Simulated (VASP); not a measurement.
# SrTiO3 (Pm-3m) in VASP: single point with PBE

Aim: the single point of SrTiO3 with PBE.

Everything below comes from runs of VASP 6.6.1. Logs are shortened: lines on timing, memory, paths and dates and some standing lists are left out, and cuts for length are marked.

## (1) The cell of the first run

It takes space group Pm-3m (No. 221, cubic). Conventional cell: a = 3.936 Å, b = 3.936 Å, c = 3.936 Å, α = 90.00°, β = 90.00°, γ = 90.00°. Within 3.7 Å of Sr (site symmetry m-3m) lie 12 O at 2.78 Å and 8 Ti at 3.41 Å. Within 2.6 Å of Ti (site symmetry m-3m) lie 6 O at 1.97 Å. O (site symmetry 4/mmm) has 2 Ti at 1.97 Å within 2.6 Å.

## (2) Single point, PBE

File INCAR:

```
  PREC = Accurate
  ENCUT = 520
  EDIFF = 1E-6
  ISMEAR = 0
  SIGMA = 0.02
  LREAL = F
  LASPH = T
  NELM = 60
  ALGO = Normal
  ISIF = 2
  LWAVE = F
  LCHARG = T
  GGA = PE
  LELF = T
  LVHAR = T
  NBANDS = 28
```

File KPOINTS:

```
Automatic mesh
0
Gamma
  8 8 8
```

File POSCAR:

```
SrTiO3
1.0
    3.9364226094      0.0000000000      0.0000000000
    0.0000000000      3.9364226094      0.0000000000
    0.0000000000      0.0000000000      3.9364226094
Sr Ti O
1 1 3
Direct
    0.0000000000      0.0000000000      0.0000000000
    0.5000000000      0.5000000000      0.5000000000
    0.5000000000      0.0000000000      0.5000000000
    0.5000000000      0.5000000000      0.0000000000
    0.0000000000      0.5000000000      0.5000000000
```

Potentials or basis: VASP PAW PBE potentials, release 64 (Sr_sv, Ti_sv, O).

Launch:

```sh
$ cat potpaw_PBE.64/Sr_sv/POTCAR potpaw_PBE.64/Ti_sv/POTCAR potpaw_PBE.64/O/POTCAR > POTCAR
$ mpirun -np 1 vasp_std > vasp.out
```

OUTCAR:

```text
PREC = Accurate
   ENCUT = 520
   EDIFF = 1E-6
   ISMEAR = 0
   LREAL = F
   LASPH = T
   NELM = 60
   ISIF = 2
   GGA = PE

 ion  position               nearest neighbor table
   1  0.000  0.000  0.000-   3 2.78   4 2.78   5 2.78   3 2.78   5 2.78   4 2.78   5 2.78   5 2.78
                             3 2.78   4 2.78   3 2.78   4 2.78   2 3.41   2 3.41   2 3.41   2 3.41
   2  0.500  0.500  0.500-   3 1.97   4 1.97   5 1.97   4 1.97   3 1.97   5 1.97   1 3.41   1 3.41
                             1 3.41   1 3.41   1 3.41   1 3.41   1 3.41   1 3.41
   3  0.500  0.000  0.500-   2 1.97   2 1.97   1 2.78   1 2.78   1 2.78   1 2.78
   4  0.500  0.500  0.000-   2 1.97   2 1.97   1 2.78   1 2.78   1 2.78   1 2.78
   5  0.000  0.500  0.500-   2 1.97   2 1.97   1 2.78   1 2.78   1 2.78   1 2.78

  LATTYP: Found a simple cubic cell.
 ALAT       =     3.9364226094

  Lattice vectors:

 A1 = (   3.9364226094,   0.0000000000,   0.0000000000)
 A2 = (   0.0000000000,   3.9364226094,   0.0000000000)
 A3 = (   0.0000000000,   0.0000000000,   3.9364226094)

Analysis of symmetry for initial positions (statically):
=====================================================================
 Subroutine PRICEL returns:
 Original cell was already a primitive cell.

 Routine SETGRP: Setting up the symmetry group for a
 simple cubic supercell.

 Subroutine GETGRP returns: Found 48 space group operations
 (whereof 48 operations were pure point group operations)
 out of a pool of 48 trial point group operations.

The static configuration has the point symmetry O_h .

Analysis of symmetry for dynamics (positions and initial velocities):
=====================================================================
 Subroutine PRICEL returns:
 Original cell was already a primitive cell.

 Routine SETGRP: Setting up the symmetry group for a
 simple cubic supercell.

 Subroutine GETGRP returns: Found 48 space group operations
 (whereof 48 operations were pure point group operations)
 out of a pool of 48 trial point group operations.

The dynamic configuration has the point symmetry O_h .

 Subroutine INISYM returns: Found 48 space group operations
 (whereof 48 operations are pure point group operations),
 and found     1 'primitive' translations

----------------------------------------------------------------------------------------

                                     Primitive cell

  volume of cell :      60.9965

  direct lattice vectors                    reciprocal lattice vectors
     3.936422609  0.000000000  0.000000000     0.254037765  0.000000000  0.000000000
     0.000000000  3.936422609  0.000000000     0.000000000  0.254037765  0.000000000
     0.000000000  0.000000000  3.936422609     0.000000000  0.000000000  0.254037765

  length of vectors
     3.936422609  3.936422609  3.936422609     0.254037765  0.254037765  0.254037765

  position of ions in fractional coordinates (direct lattice)
     0.000000000  0.000000000  0.000000000
     0.500000000  0.500000000  0.500000000
     0.500000000  0.000000000  0.500000000
     0.500000000  0.500000000  0.000000000
     0.000000000  0.500000000  0.500000000

  ion indices of the primitive-cell ions
   primitive index   ion index
                 1           1
                 2           2
                 3           3
                 4           4
                 5           5

----------------------------------------------------------------------------------------

 KPOINTS: Automatic mesh

Automatic generation of k-mesh.
 Grid dimensions read from file:
 generate k-points for:    8    8    8

 Generating k-lattice:

  Cartesian coordinates                     Fractional coordinates (reciprocal lattice)
     0.031754721  0.000000000  0.000000000     0.125000000  0.000000000  0.000000000
     0.000000000  0.031754721  0.000000000     0.000000000  0.125000000  0.000000000
     0.000000000  0.000000000  0.031754721     0.000000000  0.000000000  0.125000000

  Length of vectors
     0.031754721  0.031754721  0.031754721

  Shift w.r.t. Gamma in fractional coordinates (k-lattice)
     0.000000000  0.000000000  0.000000000

 Subroutine IBZKPT returns following result:
 ===========================================

 Found     35 irreducible k-points:

 Following reciprocal coordinates:
            Coordinates               Weight
  0.000000  0.000000  0.000000      1.000000
  0.125000  0.000000  0.000000      6.000000
  0.250000  0.000000  0.000000      6.000000
  0.375000  0.000000  0.000000      6.000000
  0.500000  0.000000  0.000000      3.000000
  0.125000  0.125000  0.000000     12.000000
[... 16 lines left out ...]
  0.375000  0.375000  0.125000     24.000000
  0.500000  0.375000  0.125000     24.000000
 [... further k-points ...]
   k-points           NKPTS =     35   k-points in BZ     NKDIM =     35   number of bands    NBANDS=     28
   number of dos      NEDOS =    301   number of ions     NIONS =      5
   total plane-waves  NPLWV =  27000
   dimension x,y,z NGX =    30 NGY =   30 NGZ =   30
   dimension x,y,z NGXF=    60 NGYF=   60 NGZF=   60
   ions per type =               1   1   3
   NGX,Y,Z   is equivalent  to a cutoff of  12.67, 12.67, 12.67 a.u.
   NGXF,Y,Z  is equivalent  to a cutoff of  25.34, 25.34, 25.34 a.u.
 SYSTEM =  unknown system
   PREC   = accura    normal or accurate (medium, high low for compatibility)
   ISTART =      0    job   : 0-new  1-cont  2-samecut
   ICHARG =      2    charge: 1-file 2-atom 10-const
   ISPIN  =      1    spin polarized calculation?
   LNONCOLLINEAR =      F non collinear calculations
   LSORBIT =      F    spin-orbit coupling
   LASPH  =      T    aspherical Exc in radial PAW
   ENCUT  =  520.0 eV  38.22 Ry    6.18 a.u.   7.32  7.32  7.32*2*pi/ulx,y,z
   NELM   =     60;   NELMIN=  2; NELMDL= -5     # of ELM steps
   EDIFF  = 0.1E-05   stopping-criterion for ELM
   LREAL  =      F    real-space projection
   EDIFFG = 0.1E-04   stopping-criterion for IOM
   NSW    =      0    number of steps for IOM
   IBRION =     -1    ionic relax: 0-MD 1-quasi-New 2-CG
   NFREE  =      0    steps in history (QN), initial steepest desc. (CG)
   ISIF   =      2    stress and relaxation
   ISYM   =      2    0-nonsym 1-usesym 2-fastsym
   POTIM  = 0.5000    time-step for ionic-motion
   TEBEG  =    0.0;   TEEND  =   0.0 temperature during run
   PSTRESS=    0.0 pullay stress
   NELECT =      40.0000    total number of electrons
   NUPDOWN=      -1.0000    fix difference up-down
   EMIN   =  10.00;   EMAX   =-10.00  energy-range for DOS
   EFERMI =   0.00;   METHOD = LEGACY
   ISMEAR =     0;   SIGMA  =   0.02  broadening in eV -4-tet -1-fermi 0-gaus
   EFERMI_NEDOS =   21; number of points for ismear=-14 and -15
   IALGO  =     38    algorithm
   IMIX   =      4    mixing-type and parameters
     AMIX     =   0.40;   BMIX     =  1.00
     AMIX_MAG =   1.60;   BMIX_MAG =  1.00
  volume/ion in A,a.u.               =      12.20        82.32
  Fermi-wavevector in a.u.,A,eV,Ry     =   1.422306  2.687769 27.523974  2.022955
  Thomas-Fermi vector in A             =   2.543024
   LORBIT       =      0    0 simple, 1 ext, 2 COOP (PROOUT), +10 PAW based schemes
   GGA     = PE    functional components
   LHFCALC =     F    Hartree Fock is set to
   AEXX    =    0.0000 exact exchange contribution
   IVDW    =     0    specifies the selected vdW correction
   LEPSILON=     F    determine dielectric tensor
   LRPA    =     F    only Hartree local field effects (RPA)
 non-spin polarized calculation
 Gauss-broadening in eV      SIGMA  =   0.02
  energy-cutoff  :      520.00
  volume of cell :       61.00
 maximum number of plane-waves:      1671
 NGX is ok and might be reduce to    30
   NGX = 15   NGY = 15   NGZ = 15

 number of electron      39.9999990 magnetization

 Free energy of the ion-electron system (eV)
  ---------------------------------------------------
  ext. energy  EPLUGINS =         0.00000000
  ---------------------------------------------------
  free energy    TOTEN  =       -40.10326776 eV

  energy without entropy =      -40.10326776  energy(sigma->0) =      -40.10326776

 E-fermi :   4.1505     XC(G=0): -11.1445

 val. band max:        3.9699355843   @ k =   0.5000   0.5000   0.5000
 cond. band min:       5.7803510568   @ k =   0.0000   0.0000   0.0000
 fundamental gap:      1.8104154725
 Fermi energy:         4.1505089658

 k-point     1 :       0.0000    0.0000    0.0000
  band No.  band energies     occupation
      1     -52.5943      2.00000
      2     -28.8943      2.00000
      3     -28.8252      2.00000
      4     -28.8252      2.00000
      5     -28.8252      2.00000
      6     -13.3710      2.00000
[... 20 lines left out ...]
     27       9.3471      0.00000
     28       9.9711      0.00000

 k-point     2 :       0.1250    0.0000    0.0000
  band No.  band energies     occupation
      1     -52.5941      2.00000
      2     -28.9113      2.00000
      3     -28.8249      2.00000
      4     -28.8249      2.00000
      5     -28.8145      2.00000
      6     -13.3766      2.00000
[... 20 lines left out ...]
     27       9.6148      0.00000
     28      10.3393      0.00000

 k-point     3 :       0.2500    0.0000    0.0000
  band No.  band energies     occupation
      1     -52.5936      2.00000
      2     -28.9440      2.00000
      3     -28.8240      2.00000
      4     -28.8240      2.00000
      5     -28.7968      2.00000
      6     -13.4362      2.00000
[... 20 lines left out ...]
     27      10.2567      0.00000
     28      11.3493      0.00000

 k-point     4 :       0.3750    0.0000    0.0000
  band No.  band energies     occupation
      1     -52.5931      2.00000
      2     -28.9721      2.00000
      3     -28.8230      2.00000
      4     -28.8230      2.00000
      5     -28.7834      2.00000
      6     -13.5344      2.00000
[... 578 lines left out ...]
     27      11.9892      0.00000
     28      12.2488      0.00000

 k-point    23 :       0.3750    0.3750    0.1250
  band No.  band energies     occupation
      1     -52.5918      2.00000
      2     -28.9165      2.00000
      3     -28.8772      2.00000
      4     -28.8318      2.00000
      5     -28.8184      2.00000
      6     -12.9784      2.00000
[... 20 lines left out ...]
     27      12.0374      0.00000
     28      12.4835      0.00000

 k-point    24 :       0.5000    0.3750    0.1250
  band No.  band energies     occupation
      1     -52.5916      2.00000
      2     -28.9106      2.00000
      3     -28.8769      2.00000
      4     -28.8325      2.00000
      5     -28.8299      2.00000
      6     -12.8923      2.00000
[... 20 lines left out ...]
     27      12.0928      0.00000
     28      12.5840      0.00000

 [... further k-points ...]
[... 5 lines left out ...]
  --------------------------------------------------------------------------------------
  -------------------------------------------------------------------------------------
  Total        0.2524428      0.2524428      0.2524428      0.0000000     -0.0000000      0.0000000
  in kB        6.6308382      6.6308382      6.6308382      0.0000000     -0.0000000      0.0000000
  external PRESSURE =       6.6308382 kB  Pullay stress =       0.0000000 kB

 VOLUME and BASIS-vectors are now :
 -----------------------------------------------------------------------------
  energy-cutoff  :      520.00
  volume of cell :       61.00
      direct lattice vectors                 reciprocal lattice vectors
     3.936422609  0.000000000  0.000000000     0.254037765  0.000000000  0.000000000
     0.000000000  3.936422609  0.000000000     0.000000000  0.254037765  0.000000000
     0.000000000  0.000000000  3.936422609     0.000000000  0.000000000  0.254037765

 POSITION                                       TOTAL-FORCE (eV/Angst)
 -----------------------------------------------------------------------------------
      0.00000      0.00000      0.00000         0.000000      0.000000      0.000000
      1.96821      1.96821      1.96821         0.000000      0.000000      0.000000
      1.96821      0.00000      1.96821         0.000000      0.000000      0.000000
      1.96821      1.96821      0.00000         0.000000      0.000000      0.000000
      0.00000      1.96821      1.96821         0.000000      0.000000      0.000000
 -----------------------------------------------------------------------------------
    total drift:                                0.000000      0.000000     -0.000000

  FREE ENERGIE OF THE ION-ELECTRON SYSTEM (eV)
  ---------------------------------------------------
  free  energy   TOTEN  =       -40.1032677579 eV

  energy  without entropy=      -40.1032677579  energy(sigma->0) =      -40.10326776
```

It took 41 s on 1 thread of Intel Xeon Platinum 8488C (Sapphire Rapids), shared host; peak memory 0.2 GiB.

What came out:

```yaml
Free_energy: -40.1033 eV
Pressure: 0.7 GPa
Band_gap_on_the_k_mesh: 1.81 eV (least direct gap 2.18 eV)
```

Levels at points of the mesh, in eV from the valence-band top:
| k point | band 16 | band 17 | band 18 | band 19 | band 20 | band 21 | band 22 | band 23 | band 24 | band 25 |
| --- | --- | --- | --- | --- | --- | --- | --- | --- | --- | --- |
| (0.00, 0.00, 0.00) | -1.13 | -1.13 | -0.37 | -0.37 | -0.37 | 1.81 | 1.81 | 1.81 | 4.14 | 4.14 |
| (0.50, 0.00, 0.00) | -2.29 | -2.29 | -1.91 | -0.73 | -0.73 | 1.97 | 3.66 | 3.66 | 4.15 | 6.28 |
| (0.50, 0.50, 0.00) | -2.77 | -1.74 | -1.54 | -1.54 | -0.09 | 3.66 | 3.66 | 4.11 | 5.08 | 7.77 |
| (0.50, 0.50, 0.50) | -3.67 | -3.67 | 0.00 | 0.00 | 0.00 | 4.31 | 4.31 | 4.31 | 6.85 | 6.85 |
